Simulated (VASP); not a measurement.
A run of VASP 6.6.1:

INCAR

```
SYSTEM = Au
PREC = Accurate ; ENCUT = 520
EDIFF = 1E-6 ; ISMEAR = 0
SIGMA = 0.15 ; LREAL = .False.
LASPH = .True. ; NELM = 80
ALGO = Fast ; ISIF = 2
LWAVE = .False. ; LCHARG = .False.
GGA = PS ; NBANDS = 12
```

Contents of KPOINTS:

```
Automatic mesh
0
Gamma
  26 26 26
  0 0 0
```

The input POSCAR:

```
Au
1.0
   -1.6616002293      1.6616002293      1.6210733944
    1.6616002293     -1.6616002293      1.6210733944
    1.6616002293      1.6616002293     -1.6210733944
Au
1
Direct
    0.0000000000      0.0000000000      0.0000000000
```

Potentials or basis: VASP PAW PBE potentials, release 64 (Au).

Command:

```console
$ cat potpaw_PBE.64/Au/POTCAR > POTCAR
$ mpirun -np 1 vasp_std > vasp.out
```

Hardware: 1 thread of Intel(R) Xeon(R) 6975P-C (Granite Rapids) (shared host).

Estimate the wall time of this run.

It took 96 s on 1 thread of Intel(R) Xeon(R) 6975P-C (Granite Rapids), with other jobs on the host, peak memory 0.37 GiB. Counts: scf iterations 12, k points 1330.
